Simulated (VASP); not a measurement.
# TiSn5 (P4/mmm) in VASP: single point with PBE

Aim: the single point of TiSn5 with PBE.

Everything below comes from runs of VASP 6.6.1. Logs are shortened: lines on timing, memory, paths and dates and some standing lists are left out, and cuts for length are marked.

## 1. The cell of the first run

Symmetry: P4/mmm, No. 123, tetragonal system. The conventional cell has a = 5.301 Å, b = 5.301 Å, c = 10.521 Å, α = 90.00°, β = 90.00°, γ = 90.00°. Ti (site symmetry 4/mmm) has 6 Sn at 2.57 to 2.65 Å within 3.4 Å. Sn (site symmetry mmm) has 2 Ti at 2.65 Å within 3.5 Å. Sn (site symmetry 4mm) has 1 Ti at 2.57 Å and 1 Sn at 2.69 Å within 3.4 Å. Within 3.5 Å of Sn (site symmetry 4/mmm) lie 2 Sn at 2.69 Å.

## 2. Single point, PBE

File INCAR:

```
SYSTEM = TiSn5
  ALGO = Fast
  EDIFF = 1E-6
  ENCUT = 520
  GGA = PE
  ISIF = 2
  ISMEAR = 0
  LASPH = .True.
  LCHARG = .False.
  LREAL = .False.
  LWAVE = .False.
  NBANDS = 50
  NELM = 100
  PREC = Accurate
  SIGMA = 0.1
```

File KPOINTS:

```
k-points
0
Gamma
  8 8 4
  0 0 0
```

File POSCAR:

```
TiSn5
1.0
    5.3006592112      0.0000000000      0.0000000000
    0.0000000000      5.3006592112      0.0000000000
    0.0000000000      0.0000000000     10.5214759009
Ti Sn
1 5
Direct
    0.5000000000      0.5000000000      0.0000000000
    0.5000000000      0.0000000000      0.0000000000
    0.0000000000      0.5000000000      0.0000000000
    0.5000000000      0.5000000000      0.2446748884
    0.5000000000      0.5000000000      0.7553251116
    0.5000000000      0.5000000000      0.5000000000
```

Potentials or basis: VASP PAW PBE potentials, release 64 (Ti_sv, Sn_d).

Run with:

```
cat potpaw_PBE.64/Ti_sv/POTCAR potpaw_PBE.64/Sn_d/POTCAR > POTCAR
mpirun -np 1 vasp_std > vasp.out
```

OUTCAR:

```text
SYSTEM = TiSn5
   EDIFF = 1E-6
   ENCUT = 520
   GGA = PE
   ISIF = 2
   ISMEAR = 0
   LASPH = .True.
   LREAL = .False.
   NELM = 100
   PREC = Accurate

 ion  position               nearest neighbor table
   1  0.500  0.500  0.000-   4 2.57   5 2.57   2 2.65   3 2.65   2 2.65   3 2.65
   2  0.500  0.000  0.000-   1 2.65   1 2.65   5 3.69   4 3.69   4 3.69   5 3.69   3 3.75   3 3.75
                             3 3.75   3 3.75
   3  0.000  0.500  0.000-   1 2.65   1 2.65   5 3.69   4 3.69   4 3.69   5 3.69   2 3.75   2 3.75
                             2 3.75   2 3.75
   4  0.500  0.500  0.245-   1 2.57   6 2.69   3 3.69   2 3.69   2 3.69   3 3.69
   5  0.500  0.500  0.755-   1 2.57   6 2.69   3 3.69   2 3.69   2 3.69   3 3.69
   6  0.500  0.500  0.500-   4 2.69   5 2.69

  LATTYP: Found a simple tetragonal cell.
 ALAT       =     5.3006592112
 C/A-ratio  =     1.9849372468

  Lattice vectors:

 A1 = (   5.3006592112,   0.0000000000,   0.0000000000)
 A2 = (   0.0000000000,   5.3006592112,   0.0000000000)
 A3 = (   0.0000000000,   0.0000000000,  10.5214759009)

Analysis of symmetry for initial positions (statically):
=====================================================================
 Subroutine PRICEL returns:
 Original cell was already a primitive cell.

 Routine SETGRP: Setting up the symmetry group for a
 simple tetragonal supercell.

 Subroutine GETGRP returns: Found 16 space group operations
 (whereof 16 operations were pure point group operations)
 out of a pool of 16 trial point group operations.

The static configuration has the point symmetry D_4h.

Analysis of symmetry for dynamics (positions and initial velocities):
=====================================================================
 Subroutine PRICEL returns:
 Original cell was already a primitive cell.

 Routine SETGRP: Setting up the symmetry group for a
 simple tetragonal supercell.

 Subroutine GETGRP returns: Found 16 space group operations
 (whereof 16 operations were pure point group operations)
 out of a pool of 16 trial point group operations.

The dynamic configuration has the point symmetry D_4h.

 Subroutine INISYM returns: Found 16 space group operations
 (whereof 16 operations are pure point group operations),
 and found     1 'primitive' translations

----------------------------------------------------------------------------------------

                                     Primitive cell

  volume of cell :     295.6218

[... 101 lines left out ...]
   NFREE  =      0    steps in history (QN), initial steepest desc. (CG)
   ISIF   =      2    stress and relaxation
   ISYM   =      2    0-nonsym 1-usesym 2-fastsym
   POTIM  = 0.5000    time-step for ionic-motion
   TEBEG  =    0.0;   TEEND  =   0.0 temperature during run
   PSTRESS=    0.0 pullay stress
   NELECT =      82.0000    total number of electrons
   NUPDOWN=      -1.0000    fix difference up-down
   EMIN   =  10.00;   EMAX   =-10.00  energy-range for DOS
   EFERMI =   0.00;   METHOD = LEGACY
   ISMEAR =     0;   SIGMA  =   0.10  broadening in eV -4-tet -1-fermi 0-gaus
   EFERMI_NEDOS =   21; number of points for ismear=-14 and -15
   IALGO  =     68    algorithm
   IMIX   =      4    mixing-type and parameters
     AMIX     =   0.40;   BMIX     =  1.00
     AMIX_MAG =   1.60;   BMIX_MAG =  1.00
  volume/ion in A,a.u.               =      49.27       332.49
  Fermi-wavevector in a.u.,A,eV,Ry     =   1.067662  2.017589 15.509324  1.139903
  Thomas-Fermi vector in A             =   2.203286
   LORBIT       =      0    0 simple, 1 ext, 2 COOP (PROOUT), +10 PAW based schemes
   GGA     = PE    functional components
   LHFCALC =     F    Hartree Fock is set to
   AEXX    =    0.0000 exact exchange contribution
   IVDW    =     0    specifies the selected vdW correction
   LEPSILON=     F    determine dielectric tensor
   LRPA    =     F    only Hartree local field effects (RPA)
 non-spin polarized calculation
 RMM-DIIS sequential band-by-band and
 Gauss-broadening in eV      SIGMA  =   0.10
  energy-cutoff  :      520.00
  volume of cell :      295.62
 maximum number of plane-waves:      7986
 NGX is ok and might be reduce to    40
   NGX = 19   NGY = 19   NGZ = 39

 number of electron      82.0000022 magnetization

 Free energy of the ion-electron system (eV)
  ---------------------------------------------------
  ext. energy  EPLUGINS =         0.00000000
  ---------------------------------------------------
  free energy    TOTEN  =       -23.74603872 eV

  energy without entropy =      -23.73389876  energy(sigma->0) =      -23.73996874

 E-fermi :   2.0601     XC(G=0):  -6.9800

 val. band max:        2.0600579370   @ k =   0.0000   0.0000   0.5000
 cond. band min:       2.0829363113   @ k =   0.2500   0.0000   0.5000
 fundamental gap:      0.0228783743
 Fermi energy:         2.0600592609

 k-point     1 :       0.0000    0.0000    0.0000
  band No.  band energies     occupation
      1     -54.3327      2.00000
      2     -30.8259      2.00000
      3     -30.5973      2.00000
      4     -30.5973      2.00000
      5     -19.8736      2.00000
      6     -19.5802      2.00000
[... 1261 lines left out ...]
     49       5.2626      0.00000
     50       5.3819      0.00000

 [... further k-points ...]

------------------------ aborting loop because EDIFF is reached ----------------------------------------

  FORCE on cell =-STRESS in cart. coord.  units (eV):
  Direction    XX          YY          ZZ          XY          YZ          ZX
  --------------------------------------------------------------------------------------
  -------------------------------------------------------------------------------------
  Total       -0.0794235     -0.0794235     -0.1036014      0.0000000      0.0000000      0.0000000
  in kB       -0.4304503     -0.4304503     -0.5614870      0.0000000      0.0000000      0.0000000
  external PRESSURE =      -0.4741292 kB  Pullay stress =       0.0000000 kB

 VOLUME and BASIS-vectors are now :
 -----------------------------------------------------------------------------
  energy-cutoff  :      520.00
  volume of cell :      295.62
      direct lattice vectors                 reciprocal lattice vectors
     5.300659211  0.000000000  0.000000000     0.188655780  0.000000000  0.000000000
     0.000000000  5.300659211  0.000000000     0.000000000  0.188655780  0.000000000
     0.000000000  0.000000000 10.521475901     0.000000000  0.000000000  0.095043700

 POSITION                                       TOTAL-FORCE (eV/Angst)
 -----------------------------------------------------------------------------------
      2.65033      2.65033      0.00000         0.000000      0.000000      0.000000
      2.65033      0.00000      0.00000         0.000000      0.000000      0.000000
      0.00000      2.65033      0.00000         0.000000      0.000000      0.000000
      2.65033      2.65033      2.57434         0.000000     -0.000000     -0.000952
      2.65033      2.65033      7.94713        -0.000000      0.000000      0.000952
      2.65033      2.65033      5.26074         0.000000      0.000000      0.000000
 -----------------------------------------------------------------------------------
    total drift:                               -0.000000      0.000000     -0.000000

  FREE ENERGIE OF THE ION-ELECTRON SYSTEM (eV)
  ---------------------------------------------------
  free  energy   TOTEN  =       -23.7460387246 eV

  energy  without entropy=      -23.7338987623  energy(sigma->0) =      -23.73996874
```

It took 27 min on 1 thread of Oxide Virtual Turin-like, shared host; peak memory 0.67 GiB.

What came out:

```
Free energy            : -23.7460 eV
Pressure               : 0.0 GPa
Band gap on the k mesh : zero (band 41 reaches 2.84 eV, above the bottom of band 42 at 1.23 eV)
```

Caveat: spin-orbit coupling is left out, which moves the levels of the heavy elements.
